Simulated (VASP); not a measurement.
Crystal: La2Zr2O.

```
La Zr O
1.0
     3.77376    0.00000    0.00000
    -1.88688    3.26817    0.00000
     0.00000    0.00000    5.47078
La Zr O
2 2 1
Direct
  0.33333 0.66667 0.50000
  0.66667 0.33333 0.50000
  0.00000 0.00000 0.64200
  0.00000 0.00000 0.35800
  0.00000 0.00000 0.00000
```

- Program: VASP 6.6.1
- Task: relaxation of cell and atoms
- Functional: PBE
- Potentials or basis: VASP PAW PBE potentials, release 64 (La, Zr_sv, O)
- Cutoff: 600 eV
- k mesh: 6 × 6 × 4
- Occupations: gaussian, width 0.1 eV
- Spin: no spin polarisation

At the start: pressure 377.5 GPa; volume 13.49 Å³/atom.

**Question.** Where does the relaxation end?

**Answer.** Over 21 steps the energy falls by 12647.3 meV/atom and the volume is 34.32 Å³/atom (+154.3 %); space group P6/mmm (No. 191, to 0.05 Å).

Step by step:
| step | energy change (eV) | largest force (eV/Å) | pressure (GPa) | volume (Å³) |
| --- | --- | --- | --- | --- |
| 1 | 0.0000 | 109.3625 | 377.48 | 67.47 |
| 2 | 143.5580 | 0.8540 | -59.10 | 1086.56 |
| 3 | -35.9021 | 61.0738 | 4.75 | 318.35 |
| 4 | -54.2109 | 2.9733 | -7.31 | 237.09 |
| 5 | -55.3437 | 3.2556 | -6.83 | 224.99 |
| 6 | -60.3753 | 3.1025 | 23.90 | 130.93 |
| 7 | -58.4892 | 4.3920 | -2.84 | 183.23 |
| 8 | -60.9660 | 4.1087 | 3.13 | 155.63 |
| 9 | -61.4524 | 2.7047 | 10.11 | 142.92 |
| 10 | -61.4353 | 3.0955 | 8.63 | 145.05 |
| 11 | -63.0854 | 1.7885 | -0.13 | 175.60 |
| 12 | -63.1457 | 0.8092 | 0.63 | 170.24 |
| 13 | -63.1457 | 0.8984 | 0.55 | 170.75 |
| 14 | -63.1791 | 0.0622 | -1.10 | 174.20 |
| 15 | -63.1792 | 0.1062 | -1.01 | 174.01 |
| 16 | -63.2102 | 0.0909 | -0.68 | 173.30 |
| 17 | -63.2344 | 0.0858 | -0.18 | 172.11 |
| 18 | -63.2364 | 0.0831 | -0.02 | 171.68 |
| 19 | -63.2364 | 0.0846 | 0.00 | 171.63 |
| 20 | -63.2366 | 0.0459 | -0.07 | 171.57 |
| 21 | -63.2367 | 0.0007 | -0.05 | 171.59 |

Final structure:
```
La Zr O
1.0
     5.36815    0.00000    0.00000
    -2.68407    4.64895    0.00000
     0.00000    0.00000    6.87551
La Zr O
2 2 1
Direct
  0.33333 0.66667 0.50000
  0.66667 0.33333 0.50000
  0.00000 0.00000 0.28167
  0.00000 0.00000 0.71833
  0.00000 0.00000 0.00000
```

Caveat: the volume moved by over 15 % at a fixed basis, so the end points are rough.
